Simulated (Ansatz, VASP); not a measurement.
Os: VASP beside Ansatz

```
Os
1.0
     2.72724    0.00000    0.00000
    -1.36362    2.36186    0.00000
     0.00000    0.00000    4.31327
Os
2
Direct
  0.33333 0.66667 0.25000
  0.66667 0.33333 0.75000
```

Alike in both runs: functional PBEsol; k mesh 18 × 18 × 10; occupations gaussian, width 0.1 eV; no spin polarisation.

Ansatz relaxed the structure, and its values are those at the end. VASP's run is a single point on that final structure, the one shown.

```csv
,VASP,Ansatz
version,VASP 6.6.1,Ansatz 0.2.0
potentials or method,"VASP PAW PBE potentials, release 64 (Os), cutoff 520 eV","scalar-relativistic, plane waves, PAW"
valence electrons in the cell,16,32
```

Ansatz gave:

```
gap on the k mesh at the Fermi level (eV) : none
pressure (GPa)                            : 0.0
```

Task: What did VASP give for the same quantities?

Result: gap on the k mesh at the Fermi level (eV): none; pressure (GPa): 0.5.

VASP's potentials were made for PBE, not for PBEsol. A gap of «none» marks a metal or a gap that the smearing closes. VASP's potentials hold 16 valence electrons a cell and Ansatz's 32, so a difference there can come from the potentials and not from the codes.

Neither program's run includes spin-orbit coupling.
